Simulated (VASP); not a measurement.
# CdSe (F-43m) in VASP: a series of runs

The runs below take CdSe through single point, with PBE, r2SCAN.

All numbers are computed with VASP 6.6.1; they aren't measurements. Logs are shortened: lines on timing, memory, paths and dates and some standing lists are left out, and cuts for length are marked.

### Step 1. The cell of the first run

It takes space group F-43m (No. 216, cubic). Conventional cell: a = 6.136 Å, b = 6.136 Å, c = 6.136 Å, α = 90.00°, β = 90.00°, γ = 90.00°. Within 3.5 Å of Cd (site symmetry -43m) lie 4 Se at 2.66 Å. Se (site symmetry -43m) has 4 Cd at 2.66 Å within 3.5 Å.

### Step 2. Single point, PBE

INCAR

```
SYSTEM = CdSe
  PREC = Accurate
  ENCUT = 520
  EDIFF = 1E-7
  ISMEAR = 0
  SIGMA = 0.01
  LREAL = .FALSE.
  LASPH = .TRUE.
  NELM = 100
  ALGO = Normal
  ISIF = 2
  LWAVE = .FALSE.
  LCHARG = .TRUE.
  GGA = PE
  LELF = .TRUE.
  LVHAR = .TRUE.
  NBANDS = 16
```

KPOINTS

```
regular mesh
0
G
  8 8 8
  0 0 0
```

POSCAR

```
CdSe
1.0
    0.0000000000      3.0677809647      3.0677809647
    3.0677809647      0.0000000000      3.0677809647
    3.0677809647      3.0677809647      0.0000000000
Cd Se
1 1
Direct
    0.0000000000      0.0000000000      0.0000000000
    0.2500000000      0.2500000000      0.2500000000
```

Potentials or basis: VASP PAW PBE potentials, release 64 (Cd, Se).

Run with:

```console
$ cat potpaw_PBE.64/Cd/POTCAR potpaw_PBE.64/Se/POTCAR > POTCAR
$ mpirun -np 1 vasp_std > vasp.out
```

OUTCAR:

```text
SYSTEM = CdSe
   PREC = Accurate
   ENCUT = 520
   EDIFF = 1E-7
   ISMEAR = 0
   LREAL = .FALSE.
   LASPH = .TRUE.
   NELM = 100
   ISIF = 2
   GGA = PE

 ion  position               nearest neighbor table
   1  0.000  0.000  0.000-   2 2.66   2 2.66   2 2.66   2 2.66
   2  0.250  0.250  0.250-   1 2.66   1 2.66   1 2.66   1 2.66

  LATTYP: Found a face centered cubic cell.
 ALAT       =     6.1355619294

  Lattice vectors:

 A1 = (   0.0000000000,   3.0677809647,   3.0677809647)
 A2 = (   3.0677809647,   0.0000000000,   3.0677809647)
 A3 = (   3.0677809647,   3.0677809647,   0.0000000000)

Analysis of symmetry for initial positions (statically):
=====================================================================
 Subroutine PRICEL returns:
 Original cell was already a primitive cell.

 Routine SETGRP: Setting up the symmetry group for a
 face centered cubic supercell.

 Subroutine GETGRP returns: Found 24 space group operations
 (whereof 24 operations were pure point group operations)
 out of a pool of 48 trial point group operations.

The static configuration has the point symmetry T_d .

Analysis of symmetry for dynamics (positions and initial velocities):
=====================================================================
 Subroutine PRICEL returns:
 Original cell was already a primitive cell.

 Routine SETGRP: Setting up the symmetry group for a
 face centered cubic supercell.

 Subroutine GETGRP returns: Found 24 space group operations
 (whereof 24 operations were pure point group operations)
 out of a pool of 48 trial point group operations.

The dynamic configuration has the point symmetry T_d .

 Subroutine INISYM returns: Found 24 space group operations
 (whereof 24 operations are pure point group operations),
 and found     1 'primitive' translations

----------------------------------------------------------------------------------------

                                     Primitive cell

  volume of cell :      57.7435

  direct lattice vectors                    reciprocal lattice vectors
     0.000000000  3.067780965  3.067780965    -0.162984257  0.162984257  0.162984257
     3.067780965  0.000000000  3.067780965     0.162984257 -0.162984257  0.162984257
     3.067780965  3.067780965  0.000000000     0.162984257  0.162984257 -0.162984257

  length of vectors
     4.338497447  4.338497447  4.338497447     0.282297013  0.282297013  0.282297013

  position of ions in fractional coordinates (direct lattice)
     0.000000000  0.000000000  0.000000000
     0.250000000  0.250000000  0.250000000

[... 77 lines left out ...]
   LREAL  =      F    real-space projection
   EDIFFG = 0.1E-05   stopping-criterion for IOM
   NSW    =      0    number of steps for IOM
   IBRION =     -1    ionic relax: 0-MD 1-quasi-New 2-CG
   NFREE  =      0    steps in history (QN), initial steepest desc. (CG)
   ISIF   =      2    stress and relaxation
   ISYM   =      2    0-nonsym 1-usesym 2-fastsym
   POTIM  = 0.5000    time-step for ionic-motion
   TEBEG  =    0.0;   TEEND  =   0.0 temperature during run
   PSTRESS=    0.0 pullay stress
   NELECT =      18.0000    total number of electrons
   NUPDOWN=      -1.0000    fix difference up-down
   EMIN   =  10.00;   EMAX   =-10.00  energy-range for DOS
   EFERMI =   0.00;   METHOD = LEGACY
   ISMEAR =     0;   SIGMA  =   0.01  broadening in eV -4-tet -1-fermi 0-gaus
   EFERMI_NEDOS =   21; number of points for ismear=-14 and -15
   IALGO  =     38    algorithm
   IMIX   =      4    mixing-type and parameters
     AMIX     =   0.40;   BMIX     =  1.00
     AMIX_MAG =   1.60;   BMIX_MAG =  1.00
  volume/ion in A,a.u.               =      28.87       194.84
  Fermi-wavevector in a.u.,A,eV,Ry     =   1.110021  2.097636 16.764382  1.232147
  Thomas-Fermi vector in A             =   2.246568
   LORBIT       =      0    0 simple, 1 ext, 2 COOP (PROOUT), +10 PAW based schemes
   GGA     = PE    functional components
   LHFCALC =     F    Hartree Fock is set to
   AEXX    =    0.0000 exact exchange contribution
   IVDW    =     0    specifies the selected vdW correction
   LEPSILON=     F    determine dielectric tensor
   LRPA    =     F    only Hartree local field effects (RPA)
 non-spin polarized calculation
 Gauss-broadening in eV      SIGMA  =   0.01
  energy-cutoff  :      520.00
  volume of cell :       57.74
 maximum number of plane-waves:      1588
   NGX = 17   NGY = 17   NGZ = 17

 number of electron      18.0000008 magnetization

 Free energy of the ion-electron system (eV)
  ---------------------------------------------------
  ext. energy  EPLUGINS =         0.00000000
  ---------------------------------------------------
  free energy    TOTEN  =        -5.48903019 eV

  energy without entropy =       -5.48903019  energy(sigma->0) =       -5.48903019

 E-fermi :   0.8501     XC(G=0):  -8.7669

 val. band max:        0.7376904118   @ k =   0.0000   0.0000   0.0000
 cond. band min:       1.2925386142   @ k =   0.0000   0.0000   0.0000
 fundamental gap:      0.5548482024
 Fermi energy:         0.8501367782

 k-point     1 :       0.0000    0.0000    0.0000
  band No.  band energies     occupation
      1     -11.7124      2.00000
      2      -7.1119      2.00000
      3      -7.1119      2.00000
      4      -7.1119      2.00000
      5      -6.7649      2.00000
      6      -6.7649      2.00000
[... 433 lines left out ...]
      3      -6.9679      2.00000
      4      -6.7823      2.00000
      5      -6.7495      2.00000
      6      -6.4084      2.00000
[... 8 lines left out ...]
     15      12.3436      0.00000
     16      13.2826      0.00000

 [... further k-points ...]

------------------------ aborting loop because EDIFF is reached ----------------------------------------

  FORCE on cell =-STRESS in cart. coord.  units (eV):
  Direction    XX          YY          ZZ          XY          YZ          ZX
  --------------------------------------------------------------------------------------
  -------------------------------------------------------------------------------------
  Total        0.6096898      0.6096898      0.6096898     -0.0000000      0.0000000      0.0000000
  in kB       16.9167329     16.9167329     16.9167329     -0.0000000      0.0000000      0.0000000
  external PRESSURE =      16.9167329 kB  Pullay stress =       0.0000000 kB

 VOLUME and BASIS-vectors are now :
 -----------------------------------------------------------------------------
  energy-cutoff  :      520.00
  volume of cell :       57.74
      direct lattice vectors                 reciprocal lattice vectors
     0.000000000  3.067780965  3.067780965    -0.162984257  0.162984257  0.162984257
     3.067780965  0.000000000  3.067780965     0.162984257 -0.162984257  0.162984257
     3.067780965  3.067780965  0.000000000     0.162984257  0.162984257 -0.162984257

 POSITION                                       TOTAL-FORCE (eV/Angst)
 -----------------------------------------------------------------------------------
      0.00000      0.00000      0.00000        -0.000000     -0.000000     -0.000000
      1.53389      1.53389      1.53389         0.000000      0.000000      0.000000
 -----------------------------------------------------------------------------------
    total drift:                               -0.000000     -0.000000     -0.000000

  FREE ENERGIE OF THE ION-ELECTRON SYSTEM (eV)
  ---------------------------------------------------
  free  energy   TOTEN  =        -5.4890301902 eV

  energy  without entropy=       -5.4890301902  energy(sigma->0) =       -5.48903019
```

stdout:

```text
POSCAR found type information on POSCAR CdSe
 POSCAR found :  2 types and       2 ions
 scaLAPACK will be used
 LDA part: xc-table for (Slater+PW92), standard interpolation
 POSCAR, INCAR and KPOINTS ok, starting setup
 FFT: planning ... GRIDC
 FFT: planning ... GRID_SOFT
 FFT: planning ... GRID
 WAVECAR not read
 entering main loop
```

Run time: 15 s. Hardware: 1 thread of Intel Xeon 6975P-C (Granite Rapids), shared host; peak memory 0.18 GiB.

Results:

* Free energy: -5.4890 eV
* Pressure: 1.7 GPa
* Band gap on the k mesh: 0.55 eV, direct

As with any semilocal functional, this PBE gap is likely too small.

### Step 3. Single point, r2SCAN

POSCAR is that of step 2.

INCAR.step1

```
  PREC = Accurate
  ENCUT = 520
  ISMEAR = 0
  SIGMA = 0.01
  LREAL = False
  LASPH = True
  NELM = 80
  NBANDS = 16
  GGA = PE
  ALGO = Normal
  EDIFF = 1E-4
  LWAVE = True
  LCHARG = False
```

INCAR.step2

```
  PREC = Accurate
  ENCUT = 520
  EDIFF = 1E-7
  ISMEAR = 0
  SIGMA = 0.01
  LREAL = False
  LASPH = True
  NELM = 80
  ALGO = Normal
  ISIF = 2
  LWAVE = False
  LCHARG = False
  METAGGA = R2SCAN
  LMIXTAU = True
  NBANDS = 16
  ISTART = 1
```

KPOINTS

```
Automatic mesh
0
Gamma
  8 8 8
```

Potentials or basis: VASP PAW PBE potentials, release 64 (Cd, Se).

Run with:

```console
$ cat potpaw_PBE.64/Cd/POTCAR potpaw_PBE.64/Se/POTCAR > POTCAR
$ cp INCAR.step1 INCAR
$ mpirun -np 1 vasp_std > vasp.out
$ cp INCAR.step2 INCAR
$ mpirun -np 1 vasp_std > vasp.out
```

OUTCAR:

```text
PREC = Accurate
   ENCUT = 520
   EDIFF = 1E-7
   ISMEAR = 0
   LREAL = False
   LASPH = True
   NELM = 80
   ISIF = 2
   METAGGA = R2SCAN
   ISTART = 1

 ion  position               nearest neighbor table
   1  0.000  0.000  0.000-   2 2.66   2 2.66   2 2.66   2 2.66
   2  0.250  0.250  0.250-   1 2.66   1 2.66   1 2.66   1 2.66

  LATTYP: Found a face centered cubic cell.
 ALAT       =     6.1355619294

  Lattice vectors:

 A1 = (   0.0000000000,   3.0677809647,   3.0677809647)
 A2 = (   3.0677809647,   0.0000000000,   3.0677809647)
 A3 = (   3.0677809647,   3.0677809647,   0.0000000000)

Analysis of symmetry for initial positions (statically):
=====================================================================
 Subroutine PRICEL returns:
 Original cell was already a primitive cell.

 Routine SETGRP: Setting up the symmetry group for a
 face centered cubic supercell.

 Subroutine GETGRP returns: Found 24 space group operations
 (whereof 24 operations were pure point group operations)
 out of a pool of 48 trial point group operations.

The static configuration has the point symmetry T_d .

Analysis of symmetry for dynamics (positions and initial velocities):
=====================================================================
 Subroutine PRICEL returns:
 Original cell was already a primitive cell.

 Routine SETGRP: Setting up the symmetry group for a
 face centered cubic supercell.

 Subroutine GETGRP returns: Found 24 space group operations
 (whereof 24 operations were pure point group operations)
 out of a pool of 48 trial point group operations.

The dynamic configuration has the point symmetry T_d .

 Subroutine INISYM returns: Found 24 space group operations
 (whereof 24 operations are pure point group operations),
 and found     1 'primitive' translations

----------------------------------------------------------------------------------------

                                     Primitive cell

  volume of cell :      57.7435

[... 109 lines left out ...]
  volume/ion in A,a.u.               =      28.87       194.84
  Fermi-wavevector in a.u.,A,eV,Ry     =   1.110021  2.097636 16.764382  1.232147
  Thomas-Fermi vector in A             =   2.246568
   LORBIT       =      0    0 simple, 1 ext, 2 COOP (PROOUT), +10 PAW based schemes
   METAGGA = R2SCAN    functional components
   LHFCALC =     F    Hartree Fock is set to
   AEXX    =    0.0000 exact exchange contribution
   IVDW    =     0    specifies the selected vdW correction
   LEPSILON=     F    determine dielectric tensor
   LRPA    =     F    only Hartree local field effects (RPA)
 non-spin polarized calculation
 Gauss-broadening in eV      SIGMA  =   0.01
  energy-cutoff  :      520.00
  volume of cell :       57.74
 maximum number of plane-waves:      1588
   NGX = 17   NGY = 17   NGZ = 17

 number of electron      18.0000008 magnetization

 Free energy of the ion-electron system (eV)
  ---------------------------------------------------
  ext. energy  EPLUGINS =         0.00000000
  ---------------------------------------------------
  free energy    TOTEN  =       -35.91581621 eV

  energy without entropy =      -35.91581621  energy(sigma->0) =      -35.91581621

 E-fermi :   0.5463     XC(G=0):  -9.3031

 val. band max:        0.4381845475   @ k =   0.0000   0.0000   0.0000
 cond. band min:       1.4654848281   @ k =   0.0000   0.0000   0.0000
 fundamental gap:      1.0273002806
 Fermi energy:         0.5463157706

 k-point     1 :       0.0000    0.0000    0.0000
  band No.  band energies     occupation
      1     -12.4332      2.00000
      2      -7.6444      2.00000
      3      -7.6444      2.00000
      4      -7.6444      2.00000
      5      -7.2717      2.00000
      6      -7.2717      2.00000
[... 433 lines left out ...]
      3      -7.4918      2.00000
      4      -7.2894      2.00000
      5      -7.2559      2.00000
      6      -6.9037      2.00000
[... 8 lines left out ...]
     15      12.6204      0.00000
     16      13.6228      0.00000

 [... further k-points ...]

------------------------ aborting loop because EDIFF is reached ----------------------------------------

  FORCE on cell =-STRESS in cart. coord.  units (eV):
  Direction    XX          YY          ZZ          XY          YZ          ZX
  --------------------------------------------------------------------------------------
  -------------------------------------------------------------------------------------
  Total        0.0680115      0.0680115      0.0680115      0.0000000     -0.0000000      0.0000000
  in kB        1.8870776      1.8870776      1.8870776      0.0000000     -0.0000000      0.0000000
  external PRESSURE =       1.8870776 kB  Pullay stress =       0.0000000 kB

 VOLUME and BASIS-vectors are now :
 -----------------------------------------------------------------------------
  energy-cutoff  :      520.00
  volume of cell :       57.74
      direct lattice vectors                 reciprocal lattice vectors
     0.000000000  3.067780965  3.067780965    -0.162984257  0.162984257  0.162984257
     3.067780965  0.000000000  3.067780965     0.162984257 -0.162984257  0.162984257
     3.067780965  3.067780965  0.000000000     0.162984257  0.162984257 -0.162984257

 POSITION                                       TOTAL-FORCE (eV/Angst)
 -----------------------------------------------------------------------------------
      0.00000      0.00000      0.00000         0.000000      0.000000     -0.000000
      1.53389      1.53389      1.53389        -0.000000     -0.000000      0.000000
 -----------------------------------------------------------------------------------
    total drift:                               -0.000004     -0.000004     -0.000004

  FREE ENERGIE OF THE ION-ELECTRON SYSTEM (eV)
  ---------------------------------------------------
  free  energy   TOTEN  =       -35.9158162108 eV

  energy  without entropy=      -35.9158162108  energy(sigma->0) =      -35.91581621
```

Wall time 50 s (1 thread of Intel Xeon 6975P-C (Granite Rapids), shared host); peak memory 0.2 GiB.

Results:

```
Free energy            : -35.9158 eV
Pressure               : 0.2 GPa
Band gap on the k mesh : 1.03 eV, direct
```

Levels at points of the mesh, in eV from the valence-band top:
| k point | band 7 | band 8 | band 9 | band 10 | band 11 | band 12 |
| --- | --- | --- | --- | --- | --- | --- |
| (0.00, 0.00, 0.00) | 0.00 | 0.00 | 0.00 | 1.03 | 6.47 | 6.47 |
| (0.50, 0.00, 0.00) | -4.27 | -0.72 | -0.72 | 2.83 | 6.92 | 6.92 |
| (0.50, 0.50, 0.00) | -3.97 | -1.80 | -1.80 | 3.50 | 4.13 | 9.56 |

Caveat: the PAW data sets were made with another functional, which shifts forces and pressure a little. r2SCAN opens gaps a little over a GGA but as a rule still falls short of measured ones.
